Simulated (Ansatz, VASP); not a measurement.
Given: the input of a run of Ansatz 0.2.0 on Mo.

Contents of input.yaml:

```yaml
crystal:
  lattice:
    - [-1.5838089719, 1.5838089719, 1.5838089719]
    - [1.5838089719, -1.5838089719, 1.5838089719]
    - [1.5838089719, 1.5838089719, -1.5838089719]
  atoms:
    - { symbol: Mo, position: [0.0, 0.0, 0.0] }
hamiltonian:
  xc: { exchange: pbesol, correlation: pbesol, exx: { coeff: 0.25 } }
  pseudopotentials: { kind: paw }
kpoints:
  mp_grid: { grid: [6, 6, 6] }
scf:
  occupations: { method: fermi_dirac, width: 0.05 }
output:
  forces: true
  stress: true
relax:
  f_tol: 0.01
  max_steps: 40
  cell: { stress_tol: 0.05 }
```

Potentials or basis: Ansatz PAW.

Launch:

```bash
$ ansatz run input.yaml --threads 2 --pin off --max-ram 5632MiB --backend cpu --events-out ev --progress --plain --runs-dir out
```

Question: Set up the same calculation for VASP 6.6.1. Potentials there: VASP PAW PBE potentials, release 64 (Mo_sv).

Answer: As run (the cutoff follows the program's own potentials):

File POSCAR:

```
Mo
1.0
   -1.5838089719      1.5838089719      1.5838089719
    1.5838089719     -1.5838089719      1.5838089719
    1.5838089719      1.5838089719     -1.5838089719
Mo
1
Direct
    0.0000000000      0.0000000000      0.0000000000
```

File INCAR.step1:

```
ALGO     = Normal         # electronic algorithm
EDIFF    = 1E-5           # SCF threshold, eV
ENCUT    = 600            # plane-wave cutoff, eV
GGA      = PE             # functional
ISMEAR   = -1             # smearing method
LASPH    = T              # aspherical terms in the spheres
LCHARG   = F              # write CHGCAR
LREAL    = F              # projectors in reciprocal space
LWAVE    = T              # write WAVECAR
NBANDS   = 13             # bands
NELM     = 100            # most SCF steps
PREC     = Accurate       # precision mode
SIGMA    = 0.05           # smearing width, eV
```

Contents of INCAR.step2:

```
AEXX     = 0.25           # exact-exchange fraction
ALGO     = Normal         # electronic algorithm
EDIFF    = 1E-6           # SCF threshold, eV
EDIFFG   = -0.01          # ionic threshold
ENCUT    = 600            # plane-wave cutoff, eV
GGA      = PS             # functional
IBRION   = 2              # ionic algorithm
ISIF     = 3              # what is computed and relaxed
ISMEAR   = -1             # smearing method
ISTART   = 1            
LASPH    = T              # aspherical terms in the spheres
LCHARG   = F              # write CHGCAR
LHFCALC  = T              # exact exchange
LREAL    = F              # projectors in reciprocal space
LWAVE    = F              # write WAVECAR
NELM     = 100            # most SCF steps
NSW      = 60             # ionic steps
PREC     = Accurate       # precision mode
PRECFOCK = Normal       
SIGMA    = 0.05           # smearing width, eV
```

The input KPOINTS:

```
k-points
0
Gamma
  6 6 6
```

Potentials or basis: VASP PAW PBE potentials, release 64 (Mo_sv).

The run is started by

```sh
$ cat potpaw_PBE.64/Mo_sv/POTCAR > POTCAR
$ cp INCAR.step1 INCAR
$ mpirun -np 1 vasp_std > vasp.out
$ cp INCAR.step2 INCAR
$ mpirun -np 1 vasp_std > vasp.out
```

Both were run:

|  | VASP | Ansatz | Ansatz less VASP |
| --- | --- | --- | --- |
| gap on the k mesh at the Fermi level, each at its own relaxed structure (eV) | none | none | - |
| relaxed volume (Å³/atom) | 15.09 | 15.06 | -0.029 |
| relaxed length of the cell vector where the two differ most in proportion (Å) | 2.697 | 2.695 | -0.0017 |

VASP's potentials were made for PBE, not for PBEsol-based global hybrid. A gap of «none» marks a metal or a gap that the smearing closes.

The k mesh is coarse, so the values compare programs but aren't converged. Noted on Ansatz's run: the plane-wave basis is chosen anew once the cell has moved, so the energies of steps on either side of that aren't comparable.
